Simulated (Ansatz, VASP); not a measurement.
## Two plane-wave programs on As2Se

```
CELL_PARAMETERS angstrom
-3.46999 3.46999 2.61564
3.46999 -3.46999 2.61564
3.46999 3.46999 -2.61564
ATOMIC_POSITIONS crystal
As 0.87500 0.12500 0.75000
As 0.37500 0.12500 0.25000
As 0.87500 0.62500 0.75000
As 0.87500 0.12500 0.25000
Se 0.50000 0.50000 0.00000
Se 0.25000 0.75000 0.50000
```

Alike in both runs: task single point; functional PBEsol; k mesh 12 × 12 × 12; occupations gaussian, width 0.15 eV; no spin polarisation.

|  | VASP | Ansatz |
| --- | --- | --- |
| version | VASP 6.6.1 | Ansatz 0.2.0 |
| potentials or method | VASP PAW PBE potentials, release 64 (As, Se), cutoff 520 eV | scalar-relativistic, plane waves, PAW |
| valence electrons in the cell | 32 | 92 |

|  | VASP | Ansatz | Ansatz less VASP |
| --- | --- | --- | --- |
| gap on the k mesh at the Fermi level (eV) | none | none | - |
| pressure (GPa) | 0.3 | 0.1 | -0.23 |
| traceless stress, the component that is largest in VASP (GPa) | 0.29 | 0.23 | -0.060 |

VASP's potentials were made for PBE, not for PBEsol. A gap of «none» marks a metal or a gap that the smearing closes. VASP's potentials hold 32 valence electrons a cell and Ansatz's 92, so a difference there can come from the potentials and not from the codes.
